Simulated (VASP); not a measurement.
V: relaxation of cell and atoms with PBE

V:

```
V
1.0
    -1.27085    1.27085    1.27085
     1.27085   -1.27085    1.27085
     1.27085    1.27085   -1.27085
V
1
Direct
  0.00000 0.00000 0.00000
```

```yaml
Program: VASP 6.6.1
Task: relaxation of cell and atoms
Functional: PBE
Potentials_or_basis: VASP PAW PBE potentials, release 64 (V_sv)
Cutoff: 600 eV
k_mesh: 21 × 21 × 21
Occupations: fermi-dirac, width 0.05 eV
Spin: no spin polarisation
Target_pressure: 220 GPa
Dipole_correction: no
Further_INCAR_settings: ALGO = Normal; EDIFF = 1e-06; IBRION = 2; EDIFFG = -0.005; NSW = 60; ISIF = 3
```

The relaxed volume is 8.22 Å³/atom and the relaxed cell is a = 2.202 Å, b = 2.202 Å, c = 2.202 Å, α = 109.47°, β = 109.47°, γ = 109.47°. The space group after relaxing (to 0.05 Å) is Im-3m (No. 229). The energy change on relaxing (the enthalpy is what falls) is -17.0 meV/atom. The ionic steps are 3 and the pressure after relaxing is 219.9 GPa.

The path:
```
step  energy change (eV)  largest force (eV/Å)  pressure (GPa)  volume (Å³)
   1              0.0000                0.0000          221.18         8.21
   2             -0.0982                0.0000          214.17         8.28
   3             -0.0170                0.0000          219.92         8.22
```

Final structure:
```yaml
crystal:
  lattice:
    - [-1.27148, 1.27148, 1.27148]
    - [1.27148, -1.27148, 1.27148]
    - [1.27148, 1.27148, -1.27148]
  atoms:
    - { symbol: V, position: [0.00000, 0.00000, 0.00000] }
```

Levels at points of the mesh, in eV from the Fermi level:
| k point | band 4 | band 5 | band 6 | band 7 | band 8 | band 9 |
| --- | --- | --- | --- | --- | --- | --- |
| (0.00, 0.00, 0.00) | -35.42 | -6.68 | 0.12 | 0.12 | 0.12 | 3.74 |

Wall time 38 s on 1 thread of Intel(R) Xeon(R) Platinum 8488C (Sapphire Rapids), with other jobs on the host, peak memory 0.15 GiB.

Caveat: the cell is relaxed towards a set pressure, so the enthalpy falls and the energy may rise.
